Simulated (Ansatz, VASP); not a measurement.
# One calculation of F, two programs

INCAR

```
  PREC = Accurate
  ENCUT = 520
  EDIFF = 1E-7
  ISMEAR = 0
  SIGMA = 0.05
  LREAL = F
  LASPH = T
  NELM = 60
  ALGO = Normal
  ISIF = 2
  LWAVE = F
  LCHARG = F
  GGA = PS
  NBANDS = 22
```

Contents of KPOINTS:

```
regular mesh
0
Gamma
  4 4 2
```

The input POSCAR:

```
F
1.0
    3.0414923524     -1.7480498951     -0.2345861287
    3.0414923524      1.7480498951     -0.2345861287
   -2.2869699080      0.0000000000      7.0004610119
F
4
Direct
    0.0848459664      0.0848459664      0.1099880702
    0.9151540336      0.9151540336      0.8900119298
    0.5015719855      0.5015719855      0.5937195244
    0.4984280145      0.4984280145      0.4062804756
```

Input for Ansatz:

```yaml
crystal:
  lattice:
    - [3.0414923524, -1.7480498951, -0.2345861287]
    - [3.0414923524, 1.7480498951, -0.2345861287]
    - [-2.286969908, 0.0, 7.0004610119]
  atoms:
    - { symbol: F, position: [0.0848459664, 0.0848459664, 0.1099880702] }
    - { symbol: F, position: [0.9151540336, 0.9151540336, 0.8900119298] }
    - { symbol: F, position: [0.5015719855, 0.5015719855, 0.5937195244] }
    - { symbol: F, position: [0.4984280145, 0.4984280145, 0.4062804756] }
basis:
  ecutwfc: 520.0
kpoints:
  mp_grid: { grid: [4, 4, 2] }
hamiltonian:
  xc: pbesol
scf:
  occupations: { method: gaussian, width: 0.05 }
output:
  forces: true
  stress: true
  eigenvalues: true
```

Alike in both runs: task single point; functional PBEsol; k mesh 4 × 4 × 2; occupations gaussian, width 0.05 eV; no spin polarisation.

|  | VASP | Ansatz |
| --- | --- | --- |
| version | VASP 6.6.1 | Ansatz 0.2.0 |
| potentials or method | VASP PAW PBE potentials, release 64 (F), cutoff 520 eV | scalar-relativistic, plane waves, PAW |
| valence electrons in the cell | 28 | 28 |

```tsv
	VASP	Ansatz	Ansatz less VASP
gap on the k mesh at the Fermi level (eV)	1.69	1.72	+0.038
least direct gap on the mesh (eV)	1.77	1.82	+0.041
pressure (GPa)	-2.6	-2.8	-0.18
traceless stress, the component that is largest in VASP (GPa)	-4.85	-4.59	+0.259
rms of the force components (eV/Å)	1.407	1.395	-0.0125
```

VASP's potentials were made for PBE, not for PBEsol. Atom by atom the forces differ by 0.215 eV/Å (rms over components).

The k mesh is coarse, so the values compare programs but aren't converged.
